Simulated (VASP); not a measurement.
# TaO5 (P6/mmm) in VASP: a series of runs, part 2 of 2

VASP 6.6.1. The steps go on from the part before.

### Step 3. Relaxation of cell and atoms, PBE

This run uses another cell than the first one, of 15.50 Å³/atom.

Contents of INCAR:

```
PREC = Accurate ; ENCUT = 600
EDIFF = 1E-6 ; ISMEAR = 0
SIGMA = 0.1 ; LREAL = False
LASPH = True ; NELM = 80
ALGO = Normal ; ISIF = 3
LWAVE = False ; LCHARG = False
GGA = PE ; IBRION = 2
NSW = 100 ; EDIFFG = -0.01
```

Contents of KPOINTS:

```
Automatic mesh
0
Gamma
  12 12 6
```

Contents of POSCAR:

```
TaO5
1.0
    3.5184295419      0.0000000000      0.0000000000
   -1.7592147710      3.0470493647      0.0000000000
    0.0000000000      0.0000000000      8.6771144749
Ta O
1 5
Direct
    0.0000000000      0.0000000000      0.0000000000
    0.0000000000      0.0000000000      0.2091393671
    0.0000000000      0.0000000000      0.7908606329
    0.5000000000      0.0000000000      0.5000000000
    0.0000000000      0.5000000000      0.5000000000
    0.5000000000      0.5000000000      0.5000000000
```

Potentials or basis: VASP PAW PBE potentials, release 64 (Ta_pv, O).

Launch:

```bash
cat potpaw_PBE.64/Ta_pv/POTCAR potpaw_PBE.64/O/POTCAR > POTCAR
mpirun -np 1 vasp_std > vasp.out
```

OUTCAR:

```text
PREC = Accurate
   ENCUT = 600
   EDIFF = 1E-6
   ISMEAR = 0
   LREAL = False
   LASPH = True
   NELM = 80
   ISIF = 3
   GGA = PE
   IBRION = 2
   NSW = 100
   EDIFFG = -0.01

 ion  position               nearest neighbor table
   1  0.000  0.000  0.000-   2 1.81   3 1.81
   2  0.000  0.000  0.209-   1 1.81
   3  0.000  0.000  0.791-   1 1.81
   4  0.500  0.000  0.500-   5 1.76   5 1.76   6 1.76   6 1.76
   5  0.000  0.500  0.500-   4 1.76   4 1.76   6 1.76   6 1.76
   6  0.500  0.500  0.500-   5 1.76   5 1.76   4 1.76   4 1.76

  LATTYP: Found a hexagonal cell.
 ALAT       =     3.5184295419
 C/A-ratio  =     2.4661896370

  Lattice vectors:

 A1 = (   3.5184295419,   0.0000000000,   0.0000000000)
 A2 = (  -1.7592147710,   3.0470493647,   0.0000000000)
 A3 = (   0.0000000000,   0.0000000000,   8.6771144749)

Analysis of symmetry for initial positions (statically):
=====================================================================
 Subroutine PRICEL returns:
[... 183 lines left out ...]

  FORCE on cell =-STRESS in cart. coord.  units (eV):
  Direction    XX          YY          ZZ          XY          YZ          ZX
  --------------------------------------------------------------------------------------
  -------------------------------------------------------------------------------------
  Total       -0.8606116     -0.8606116      0.9053463      0.0000000     -0.0000000     -0.0000000
  in kB      -14.8222495    -14.8222495     15.5927120      0.0000000     -0.0000000     -0.0000000
  external PRESSURE =      -4.6839290 kB  Pullay stress =       0.0000000 kB
[... 307 lines left out ...]
--------------------------------------- Ionic step        9  -------------------------------------------

 number of electron      40.9999997 magnetization

 Free energy of the ion-electron system (eV)
  ---------------------------------------------------
  ext. energy  EPLUGINS =         0.00000000
  ---------------------------------------------------
  free energy    TOTEN  =       -31.70644913 eV

  energy without entropy =      -31.65283523  energy(sigma->0) =      -31.67964218

 E-fermi :  -0.8694     XC(G=0):  -9.1763

 val. band max:       -0.8747916761   @ k =   0.1667   0.1667   0.3333
 cond. band min:      -0.8684554649   @ k =   0.0833   0.0833   0.1667
 fundamental gap:      0.0063362112
 Fermi energy:        -0.8694032058

 k-point     1 :       0.0000    0.0000    0.0000
  band No.  band energies     occupation
      1     -35.3423      2.00000
      2     -35.3423      2.00000
      3     -35.2412      2.00000
      4     -23.6454      2.00000
      5     -17.5817      2.00000
      6     -16.0069      2.00000
[... 637 lines left out ...]
     23       0.3914      0.00000
     24       0.9688      0.00000

 [... further k-points ...]

------------------------ aborting loop because EDIFF is reached ----------------------------------------

  FORCE on cell =-STRESS in cart. coord.  units (eV):
  Direction    XX          YY          ZZ          XY          YZ          ZX
  --------------------------------------------------------------------------------------
  -------------------------------------------------------------------------------------
  Total       -0.0175042     -0.0175042      0.0489519      0.0000000      0.0000000     -0.0000000
  in kB       -0.3052715     -0.3052715      0.8537147      0.0000000      0.0000000     -0.0000000
  external PRESSURE =       0.0810572 kB  Pullay stress =       0.0000000 kB
[... 21 lines left out ...]
  FREE ENERGIE OF THE ION-ELECTRON SYSTEM (eV)
  ---------------------------------------------------
  free  energy   TOTEN  =       -31.7064491316 eV

  energy  without entropy=      -31.6528352295  energy(sigma->0) =      -31.67964218

 reached required accuracy - stopping structural energy minimisation
```

CONTCAR:

```text
TaO5
   1.00000000000000
     3.4915841536546681    0.0000000000004388    0.0000000000000000
    -1.7457920768765727    3.0238005765051201   -0.0000000000000000
    -0.0000000000000000   -0.0000000000000000    8.7014558165270142
  Ta              O
     1     5
Direct
     1.0000000000000000    0.0000000000000000    0.0000000000000000
     0.0000000000000000    0.0000000000000000    0.2092666374268383
     0.0000000000000000    0.0000000000000000    0.7907333625731616
     0.5000000000000000    0.0000000000000000    0.5000000000000000
     1.0000000000000000    0.5000000000000000    0.5000000000000000
     0.5000000000000000    0.5000000000000000    0.5000000000000000

  0.00000000E+00  0.00000000E+00  0.00000000E+00
  0.00000000E+00  0.00000000E+00  0.00000000E+00
  0.00000000E+00  0.00000000E+00  0.00000000E+00
  0.00000000E+00  0.00000000E+00  0.00000000E+00
  0.00000000E+00  0.00000000E+00  0.00000000E+00
  0.00000000E+00  0.00000000E+00  0.00000000E+00
```

Wall time 12 min (1 thread of AMD EPYC 9R45 (Zen 5), shared host); peak memory 0.33 GiB.

Results:

```yaml
Free_energy: -31.7064 eV
Relaxed_volume: 15.31 Å³/atom
Relaxed_cell: a = 3.492 Å, b = 3.492 Å, c = 8.701 Å, α = 90.00°, β = 90.00°, γ = 120.00°
Space_group_after_relaxing_to_0.1_Å: P6/mmm (No. 191)
Energy_gained_by_relaxing: 1.4 meV/atom
Ionic_steps: 9
Pressure_after_relaxing: 0.0 GPa
Largest_force_after_relaxing: 0.008 eV/Å
Band_gap_on_the_k_mesh: zero (an odd number of electrons rules out a gap without spin polarisation)
```

Forces in eV/Å, atoms in the order of the input:
```
Ta   0.000  0.000  0.000
O    0.000  0.000 -0.008
O    0.000  0.000  0.008
O    0.000  0.000  0.000
O    0.000  0.000  0.000
O    0.000  0.000  0.000
```

Stress tensor (GPa, compression positive):
```
-0.03  0.00  0.00
 0.00 -0.03  0.00
 0.00  0.00  0.09
```

Step by step:
| step | energy change (eV) | largest force (eV/Å) | pressure (GPa) | volume (Å³) |
| --- | --- | --- | --- | --- |
| 1 | 0.0000 | 0.2217 | -0.47 | 93.03 |
| 2 | 0.0038 | 0.6754 | -1.60 | 92.41 |
| 3 | -0.0049 | 0.1774 | -0.99 | 92.77 |
| 4 | -0.0078 | 0.0362 | 0.42 | 91.38 |
| 5 | -0.0084 | 0.0246 | 0.01 | 91.77 |
| 6 | -0.0084 | 0.0281 | 0.00 | 91.79 |
| 7 | -0.0084 | 0.0137 | 0.04 | 91.84 |
| 8 | -0.0084 | 0.0053 | 0.02 | 91.82 |
| 9 | -0.0084 | 0.0077 | 0.01 | 91.87 |

Final structure:
```
Ta O
1.0
     3.49158    0.00000    0.00000
    -1.74579    3.02380    0.00000
     0.00000    0.00000    8.70146
Ta O
1 5
Direct
  0.00000 0.00000 0.00000
  0.00000 0.00000 0.20927
  0.00000 0.00000 0.79073
  0.50000 0.00000 0.50000
  0.00000 0.50000 0.50000
  0.50000 0.50000 0.50000
```

Caveat: spin-orbit coupling is left out, which moves the levels of the heavy elements; an odd number of electrons without spin polarisation forces a metal; a magnetic or distorted state may lie lower.
